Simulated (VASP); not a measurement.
# Sc (Fd-3m) in VASP: a series of runs, part 2 of 2

VASP 6.6.1.

## Step 3: Single point, LDA

This run uses another cell than the first one, of 26.69 Å³/atom, 0.990 times its volume.

The input, INCAR:

```
SYSTEM = Sc
ALGO = Normal ; EDIFF = 1E-6
ENCUT = 520 ; GGA = CA
ISIF = 2 ; ISMEAR = -1
LASPH = .TRUE. ; LCHARG = .TRUE.
LELF = .TRUE. ; LREAL = .FALSE.
LVHAR = .TRUE. ; LWAVE = .FALSE.
NBANDS = 18 ; NELM = 100
PREC = Accurate ; SIGMA = 0.05
```

The input, KPOINTS:

```
k-points
0
G
  6 6 6
  0 0 0
```

The input, POSCAR:

```
Sc
1.0
    0.0000000000      2.9884573211      2.9884573211
    2.9884573211      0.0000000000      2.9884573211
    2.9884573211      2.9884573211      0.0000000000
Sc
2
Direct
    1.0000000000      1.0000000000      1.0000000000
    0.2500000000      0.2500000000      0.2500000000
```

Potentials or basis: VASP PAW LDA potentials, release 64 (Sc_sv).

Run with:

```
> cat potpaw_LDA.64/Sc_sv/POTCAR > POTCAR
> mpirun -np 1 vasp_std > vasp.out
```

OUTCAR:

```text
SYSTEM = Sc
   EDIFF = 1E-6
   ENCUT = 520
   GGA = CA
   ISIF = 2
   ISMEAR = -1
   LASPH = .TRUE.
   LREAL = .FALSE.
   NELM = 100
   PREC = Accurate

 ion  position               nearest neighbor table
   1  0.000  0.000  0.000-   2 2.59   2 2.59   2 2.59   2 2.59
   2  0.250  0.250  0.250-   1 2.59   1 2.59   1 2.59   1 2.59

  LATTYP: Found a face centered cubic cell.
 ALAT       =     5.9769146422

  Lattice vectors:

 A1 = (   0.0000000000,   2.9884573211,   2.9884573211)
 A2 = (   2.9884573211,   0.0000000000,   2.9884573211)
 A3 = (   2.9884573211,   2.9884573211,   0.0000000000)

Analysis of symmetry for initial positions (statically):
=====================================================================
 Subroutine PRICEL returns:
 Original cell was already a primitive cell.

 Routine SETGRP: Setting up the symmetry group for a
 face centered cubic supercell.

 Subroutine GETGRP returns: Found 48 space group operations
 (whereof 24 operations were pure point group operations)
 out of a pool of 48 trial point group operations.

The static configuration has the point symmetry T_d .
 The point group associated with its full space group is O_h .

Analysis of symmetry for dynamics (positions and initial velocities):
=====================================================================
 Subroutine PRICEL returns:
 Original cell was already a primitive cell.

 Routine SETGRP: Setting up the symmetry group for a
 face centered cubic supercell.

 Subroutine GETGRP returns: Found 48 space group operations
 (whereof 24 operations were pure point group operations)
 out of a pool of 48 trial point group operations.

The dynamic configuration has the point symmetry T_d .
 The point group associated with its full space group is O_h .

 Subroutine INISYM returns: Found 48 space group operations
 (whereof 24 operations are pure point group operations),
 and found     1 'primitive' translations

----------------------------------------------------------------------------------------

                                     Primitive cell

  volume of cell :      53.3791

  direct lattice vectors                    reciprocal lattice vectors
     0.000000000  2.988457321  2.988457321    -0.167310403  0.167310403  0.167310403
     2.988457321  0.000000000  2.988457321     0.167310403 -0.167310403  0.167310403
     2.988457321  2.988457321  0.000000000     0.167310403  0.167310403 -0.167310403

  length of vectors
     4.226316874  4.226316874  4.226316874     0.289790119  0.289790119  0.289790119

  position of ions in fractional coordinates (direct lattice)
     0.000000000  0.000000000  0.000000000
     0.250000000  0.250000000  0.250000000

  ion indices of the primitive-cell ions
   primitive index   ion index
                 1           1
                 2           2

----------------------------------------------------------------------------------------

 KPOINTS: k-points

Automatic generation of k-mesh.
 Grid dimensions read from file:
 generate k-points for:    6    6    6

 Generating k-lattice:

  Cartesian coordinates                     Fractional coordinates (reciprocal lattice)
    -0.027885067  0.027885067  0.027885067     0.166666667  0.000000000  0.000000000
     0.027885067 -0.027885067  0.027885067     0.000000000  0.166666667  0.000000000
     0.027885067  0.027885067 -0.027885067     0.000000000  0.000000000  0.166666667

  Length of vectors
     0.048298353  0.048298353  0.048298353

  Shift w.r.t. Gamma in fractional coordinates (k-lattice)
     0.000000000  0.000000000  0.000000000

 Subroutine IBZKPT returns following result:
 ===========================================

 Found     16 irreducible k-points:

 Following reciprocal coordinates:
            Coordinates               Weight
  0.000000  0.000000  0.000000      1.000000
  0.166667  0.000000  0.000000      8.000000
  0.333333  0.000000  0.000000      8.000000
  0.500000  0.000000  0.000000      4.000000
  0.166667  0.166667  0.000000      6.000000
  0.333333  0.166667  0.000000     24.000000
[... 8 lines left out ...]
 -0.333333  0.333333  0.166667     24.000000
 -0.333333  0.500000  0.166667     12.000000
   k-points           NKPTS =     16   k-points in BZ     NKDIM =     16   number of bands    NBANDS=     18
   number of dos      NEDOS =    301   number of ions     NIONS =      2
   total plane-waves  NPLWV =  32768
   dimension x,y,z NGX =    32 NGY =   32 NGZ =   32
   dimension x,y,z NGXF=    64 NGYF=   64 NGZF=   64
   ions per type =               2
   NGX,Y,Z   is equivalent  to a cutoff of  12.59, 12.59, 12.59 a.u.
   NGXF,Y,Z  is equivalent  to a cutoff of  25.17, 25.17, 25.17 a.u.
 SYSTEM =  Sc
   PREC   = accura    normal or accurate (medium, high low for compatibility)
   ISTART =      0    job   : 0-new  1-cont  2-samecut
   ICHARG =      2    charge: 1-file 2-atom 10-const
   ISPIN  =      1    spin polarized calculation?
   LNONCOLLINEAR =      F non collinear calculations
   LSORBIT =      F    spin-orbit coupling
   LASPH  =      T    aspherical Exc in radial PAW
   ENCUT  =  520.0 eV  38.22 Ry    6.18 a.u.   7.86  7.86  7.86*2*pi/ulx,y,z
   NELM   =    100;   NELMIN=  2; NELMDL= -5     # of ELM steps
   EDIFF  = 0.1E-05   stopping-criterion for ELM
   LREAL  =      F    real-space projection
   EDIFFG = 0.1E-04   stopping-criterion for IOM
   NSW    =      0    number of steps for IOM
   IBRION =     -1    ionic relax: 0-MD 1-quasi-New 2-CG
   NFREE  =      0    steps in history (QN), initial steepest desc. (CG)
   ISIF   =      2    stress and relaxation
   ISYM   =      2    0-nonsym 1-usesym 2-fastsym
   POTIM  = 0.5000    time-step for ionic-motion
   TEBEG  =    0.0;   TEEND  =   0.0 temperature during run
   PSTRESS=    0.0 pullay stress
   NELECT =      22.0000    total number of electrons
   NUPDOWN=      -1.0000    fix difference up-down
   EMIN   =  10.00;   EMAX   =-10.00  energy-range for DOS
   EFERMI =   0.00;   METHOD = LEGACY
   ISMEAR =    -1;   SIGMA  =   0.05  broadening in eV -4-tet -1-fermi 0-gaus
   EFERMI_NEDOS =   21; number of points for ismear=-14 and -15
   IALGO  =     38    algorithm
   IMIX   =      4    mixing-type and parameters
     AMIX     =   0.40;   BMIX     =  1.00
     AMIX_MAG =   1.60;   BMIX_MAG =  1.00
  volume/ion in A,a.u.               =      26.69       180.11
  Fermi-wavevector in a.u.,A,eV,Ry     =   1.218312  2.302277 20.194925  1.484285
  Thomas-Fermi vector in A             =   2.353603
   LORBIT       =      0    0 simple, 1 ext, 2 COOP (PROOUT), +10 PAW based schemes
   GGA     = CA    functional components
   LHFCALC =     F    Hartree Fock is set to
   AEXX    =    0.0000 exact exchange contribution
   IVDW    =     0    specifies the selected vdW correction
   LEPSILON=     F    determine dielectric tensor
   LRPA    =     F    only Hartree local field effects (RPA)
 non-spin polarized calculation
  energy-cutoff  :      520.00
  volume of cell :       53.38
 maximum number of plane-waves:      1459
   NGX = 15   NGY = 15   NGZ = 15

 number of electron      22.0000006 magnetization

 Free energy of the ion-electron system (eV)
  ---------------------------------------------------
  ext. energy  EPLUGINS =         0.00000000
  ---------------------------------------------------
  free energy    TOTEN  =        -9.56296901 eV

  energy without entropy =       -9.54288803  energy(sigma->0) =       -9.55292852

 E-fermi :   2.7590     XC(G=0):  -9.5876

 val. band max:        2.6491473822   @ k =  -0.3333   0.3333   0.0000
 cond. band min:       2.7614129011   @ k =   0.5000   0.1667   0.0000
 fundamental gap:      0.1122655189
 Fermi energy:         2.7590058272

 k-point     1 :       0.0000    0.0000    0.0000
  band No.  band energies     occupation
      1     -46.3010      2.00000
      2     -45.7621      2.00000
      3     -25.4877      2.00000
      4     -25.4877      2.00000
      5     -25.4877      2.00000
      6     -24.7166      2.00000
[... 10 lines left out ...]
     17       4.8061      0.00000
     18       7.2570      0.00000
[... 295 lines left out ...]
 k-point    16 :      -0.3333    0.5000    0.1667
  band No.  band energies     occupation
      1     -46.0344      2.00000
      2     -46.0344      2.00000
      3     -25.6878      2.00000
      4     -25.6878      2.00000
      5     -25.1084      2.00000
      6     -25.1084      2.00000
[... 10 lines left out ...]
     17       6.9039      0.00000
     18       6.9501      0.00000

------------------------ aborting loop because EDIFF is reached ----------------------------------------

  FORCE on cell =-STRESS in cart. coord.  units (eV):
  Direction    XX          YY          ZZ          XY          YZ          ZX
  --------------------------------------------------------------------------------------
  -------------------------------------------------------------------------------------
  Total        0.1346629      0.1346629      0.1346629      0.0000000     -0.0000000      0.0000000
  in kB        4.0419154      4.0419154      4.0419154      0.0000000     -0.0000000      0.0000000
  external PRESSURE =       4.0419154 kB  Pullay stress =       0.0000000 kB

 VOLUME and BASIS-vectors are now :
 -----------------------------------------------------------------------------
  energy-cutoff  :      520.00
  volume of cell :       53.38
      direct lattice vectors                 reciprocal lattice vectors
     0.000000000  2.988457321  2.988457321    -0.167310403  0.167310403  0.167310403
     2.988457321  0.000000000  2.988457321     0.167310403 -0.167310403  0.167310403
     2.988457321  2.988457321  0.000000000     0.167310403  0.167310403 -0.167310403

 POSITION                                       TOTAL-FORCE (eV/Angst)
 -----------------------------------------------------------------------------------
      0.00000      0.00000      0.00000         0.000000      0.000000     -0.000000
      1.49423      1.49423      1.49423        -0.000000     -0.000000      0.000000
 -----------------------------------------------------------------------------------
    total drift:                               -0.000000      0.000000      0.000000

  FREE ENERGIE OF THE ION-ELECTRON SYSTEM (eV)
  ---------------------------------------------------
  free  energy   TOTEN  =        -9.5629690131 eV

  energy  without entropy=       -9.5428880334  energy(sigma->0) =       -9.55292852
```

stdout:

```text
POSCAR found type information on POSCAR Sc
 POSCAR found :  1 types and       2 ions
 scaLAPACK will be used
 LDA part: xc-table for (Slater(with rela. corr.)+CA(PZ))
 , standard interpolation
 POSCAR, INCAR and KPOINTS ok, starting setup
 FFT: planning ... GRIDC
 FFT: planning ... GRID_SOFT
 FFT: planning ... GRID
 WAVECAR not read
 entering main loop
```

Wall time 13 s (1 thread of Intel Xeon Platinum 8259CL at 2.50GHz (Skylake/Cascade Lake), shared host); peak memory 0.15 GiB.

Results:

```yaml
Free_energy: -9.5630 eV
Pressure: 0.4 GPa
Band_gap_on_the_k_mesh: zero (band 11 reaches 3.16 eV, above the bottom of band 12 at 2.55 eV)
```

## Step 4: Single point, LDA

The input, INCAR:

```
SYSTEM = Sc
ALGO = Normal ; EDIFF = 1E-6
ENCUT = 520 ; ISIF = 2
ISMEAR = -1 ; LASPH = .TRUE.
LCHARG = .TRUE. ; LELF = .TRUE.
LREAL = .FALSE. ; LVHAR = .TRUE.
LWAVE = .FALSE. ; NBANDS = 18
NELM = 80 ; PREC = Accurate
SIGMA = 0.05
```

KPOINTS is that of step 3.

The input, POSCAR:

```
Sc
1.0
    0.0000000000      2.9984857765      2.9984857765
    2.9984857765      0.0000000000      2.9984857765
    2.9984857765      2.9984857765      0.0000000000
Sc
2
Direct
    1.0000000000      1.0000000000      1.0000000000
    0.2500000000      0.2500000000      0.2500000000
```

Run with:

```
> cat potpaw_LDA.64/Sc_sv/POTCAR > POTCAR
> mpirun -np 1 vasp_std > vasp.out
```

Wall time 16 s (1 thread of Intel Xeon Platinum 8259CL at 2.50GHz (Skylake/Cascade Lake), shared host); peak memory 0.15 GiB.

It converged, with:

```yaml
Free_energy: -9.5641 eV
Pressure: 0.1 GPa
Band_gap_on_the_k_mesh: zero (band 11 reaches 3.08 eV, above the bottom of band 12 at 2.50 eV)
```

Levels at points of the mesh, in eV from the Fermi level:
```csv
k point,band 9,band 10,band 11,band 12,band 13,band 14
"(0.00, 0.00, 0.00)",-4.32,-0.17,-0.17,0.33,0.33,0.33
"(0.50, 0.00, 0.00)",-1.59,-1.09,-0.19,-0.19,0.39,0.39
"(0.50, 0.50, 0.00)",-1.39,-1.39,0.37,0.37,0.50,0.50
```

## Step 5: Single point, LDA

This run uses another cell than the first one, of 27.23 Å³/atom, 1.010 times its volume.

The input, INCAR:

```
SYSTEM = Sc
PREC     = Accurate       ! precision mode
ENCUT    = 520            ! plane-wave cutoff, eV
EDIFF    = 1E-6           ! SCF threshold, eV
ISMEAR   = -1             ! smearing method
SIGMA    = 0.05           ! smearing width, eV
LREAL    = .FALSE.        ! projectors in reciprocal space
LASPH    = .TRUE.         ! aspherical terms in the spheres
NELM     = 100            ! most SCF steps
ALGO     = Normal         ! electronic algorithm
ISIF     = 2              ! what is computed and relaxed
LWAVE    = .FALSE.        ! write WAVECAR
LCHARG   = .FALSE.        ! write CHGCAR
NBANDS   = 18             ! bands
```

The input, KPOINTS:

```
regular mesh
0
G
  6 6 6
  0 0 0
```

The input, POSCAR:

```
Sc
1.0
    0.0000000000      3.0084475965      3.0084475965
    3.0084475965      0.0000000000      3.0084475965
    3.0084475965      3.0084475965      0.0000000000
Sc
2
Direct
    1.0000000000      1.0000000000      1.0000000000
    0.2500000000      0.2500000000      0.2500000000
```

Run with:

```
> cat potpaw_LDA.64/Sc_sv/POTCAR > POTCAR
> mpirun -np 1 vasp_std > vasp.out
```

Wall time 12 s (1 thread of Intel Xeon Platinum 8259CL at 2.50GHz (Skylake/Cascade Lake), shared host); peak memory 0.15 GiB.

The run converged. Its results:

```yaml
Free_energy: -9.5643 eV
Pressure: -0.1 GPa
Band_gap_on_the_k_mesh: zero (band 11 reaches 2.99 eV, above the bottom of band 12 at 2.45 eV)
```

Levels at points of the mesh, in eV from the Fermi level:
| k point | band 8 | band 9 | band 10 | band 11 | band 12 | band 13 | band 14 | band 15 |
| --- | --- | --- | --- | --- | --- | --- | --- | --- |
| (0.00, 0.00, 0.00) | -27.52 | -4.31 | -0.16 | -0.16 | 0.32 | 0.32 | 0.32 | 2.00 |
| (0.50, 0.00, 0.00) | -27.43 | -1.61 | -1.08 | -0.19 | -0.19 | 0.38 | 0.38 | 0.76 |
| (0.50, 0.50, 0.00) | -27.33 | -1.37 | -1.37 | 0.33 | 0.33 | 0.50 | 0.50 | 1.97 |

## Step 6: Relaxation of cell and atoms, LDA

The input, INCAR:

```
ALGO = Normal ; EDIFF = 1E-6
EDIFFG = -0.03 ; ENCUT = 600
GGA = CA ; IBRION = 2
ISIF = 3 ; ISMEAR = -1
LASPH = T ; LCHARG = F
LREAL = F ; LWAVE = F
NELM = 100 ; NSW = 60
PREC = Accurate ; SIGMA = 0.05
```

The input, KPOINTS:

```
k-points
0
Gamma
  6 6 6
```

The input, POSCAR:

```
Sc
1.0
    0.0000000000      2.9984857765      2.9984857765
    2.9984857765      0.0000000000      2.9984857765
    2.9984857765      2.9984857765      0.0000000000
Sc
2
Direct
    1.0000000000      1.0000000000      1.0000000000
    0.2500000000      0.2500000000      0.2500000000
```

Potentials or basis: VASP PAW LDA potentials, release 64 (Sc_sv).

Run with:

```
> cat potpaw_LDA.64/Sc_sv/POTCAR > POTCAR
> mpirun -np 1 vasp_std > vasp.out
```

It took 15 s on 1 thread of Intel Xeon Platinum 8259CL at 2.50GHz (Skylake/Cascade Lake), shared host; peak memory 0.16 GiB.

The run converged. Its results:

```yaml
Free_energy: -9.5642 eV
Pressure_after_relaxing: 0.2 GPa
Band_gap_on_the_k_mesh: zero (band 11 reaches 3.08 eV, above the bottom of band 12 at 2.50 eV)
```

Final structure:
```yaml
crystal:
  lattice:
    - [0.00000, 2.99849, 2.99849]
    - [2.99849, 0.00000, 2.99849]
    - [2.99849, 2.99849, 0.00000]
  atoms:
    - { symbol: Sc, position: [0.00000, 0.00000, 0.00000] }
    - { symbol: Sc, position: [0.25000, 0.25000, 0.25000] }
```

Levels at points of the mesh, in eV from the Fermi level:
```tsv
k point	band 9	band 10	band 11	band 12	band 13	band 14
(0.00, 0.00, 0.00)	-4.32	-0.17	-0.17	0.33	0.33	0.33
(0.50, 0.00, 0.00)	-1.59	-1.09	-0.19	-0.19	0.39	0.39
(0.50, 0.50, 0.00)	-1.39	-1.39	0.37	0.37	0.50	0.50
```

Caveat: the relaxation stopped at its first step, so nothing moved.

## Step 7: Overview

| task | cell | cutoff (eV) | gap on the mesh (eV) | pressure (GPa) |
| --- | --- | --- | --- | --- |
| single point | a = 4.240 Å, angles 60.0°, 2 atoms | 520 | none | 0.1 |
| single point | a = 4.226 Å, angles 60.0°, 2 atoms | 520 | none | 0.4 |
| single point | a = 4.255 Å, angles 60.0°, 2 atoms | 520 | none | -0.1 |
| relaxation of cell and atoms | relaxed from a = 4.240 Å, angles 60.0°, 2 atoms | 600 | none | 0.2 |

Alike in all rows: level LDA; potentials or basis VASP PAW LDA potentials, release 64 (Sc_sv); no spin polarisation; k mesh 6 × 6 × 6; smearing fermi-dirac 0.05 eV.

Caveats: the relaxation stopped at its first step, so nothing moved (some runs).

Total energies depend on the potentials used, so only differences within one code and one set of settings carry meaning.
